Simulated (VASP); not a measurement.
Input of a VASP 6.6.1 run:

File INCAR:

```
PREC = Accurate
ENCUT = 520
EDIFF = 1E-6
ISMEAR = 0
SIGMA = 0.2
LREAL = False
LASPH = True
NELM = 80
ALGO = Normal
ISIF = 2
LWAVE = False
LCHARG = True
GGA = PE
LELF = True
LVHAR = True
NBANDS = 34
```

The input KPOINTS:

```
Automatic mesh
0
Gamma
  6 4 4
```

The input POSCAR:

```
BePt
1.0
    0.0000000000      2.3324006947      2.3324006947
    4.6648013894      2.3324006947     -2.3324006947
   -4.6648013894      2.3324006947     -2.3324006947
Be Pt
4 4
Direct
    0.0000000000      0.5000000000      0.5000000000
    0.5000000000      1.0000000000      0.5000000000
    0.5000000000      0.5000000000      0.0000000000
    0.0000000000      1.0000000000      1.0000000000
    0.0000000000      0.2500000000      0.7500000000
    0.5000000000      0.7500000000      0.7500000000
    0.5000000000      0.2500000000      0.2500000000
    0.0000000000      0.7500000000      0.2500000000
```

Potentials or basis: VASP PAW PBE potentials, release 64 (Be, Pt).

Command:

```console
$ cat potpaw_PBE.64/Be/POTCAR potpaw_PBE.64/Pt/POTCAR > POTCAR
$ mpirun -np 1 vasp_std > vasp.out
```

(1) Predict the pressure.

(2) Estimate the band gap on the k mesh.

Results:

(1) 0.0 GPa.

(2) zero (bands 24 and 25 overlap by 0.77 eV).

Caveat: spin-orbit coupling is left out, which moves the levels of the heavy elements.
